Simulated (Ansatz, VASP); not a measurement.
**AlH2: VASP beside Ansatz**

```
Al H
1.0
     5.93330    0.00000    0.00000
    -2.96665    5.13839    0.00000
     0.00000    0.00000    2.64191
Al H
2 4
Cartesian
  0.0000 3.4256 0.0000
  2.9667 1.7128 0.0000
  2.9667 0.0000 0.0000
  -1.4833 2.5692 0.0000
  1.4833 2.5692 0.0000
  0.0000 0.0000 1.3210
```

Alike in both runs: functional PBE; k mesh 6 × 6 × 4; occupations gaussian, width 0.1 eV; no spin polarisation.

Ansatz relaxed the structure, and its values are those at the end. VASP's run is a single point on that final structure, the one shown.

|  | VASP | Ansatz |
| --- | --- | --- |
| version | VASP 6.6.1 | Ansatz 0.2.0 |
| potentials or method | VASP PAW PBE potentials, release 64 (Al, H), cutoff 520 eV | scalar-relativistic, plane waves, PAW |
| valence electrons in the cell | 10 | 10 |

Ansatz gave:

| Property | Result |
| --- | --- |
| gap on the k mesh at the Fermi level (eV) | none |
| pressure (GPa) | 0.0 |

Task: Which values does VASP return?

Result: gap on the k mesh at the Fermi level (eV): none; pressure (GPa): -0.1.

A gap of «none» marks a metal or a gap that the smearing closes.

The k mesh is coarse, so the values compare programs but aren't converged.
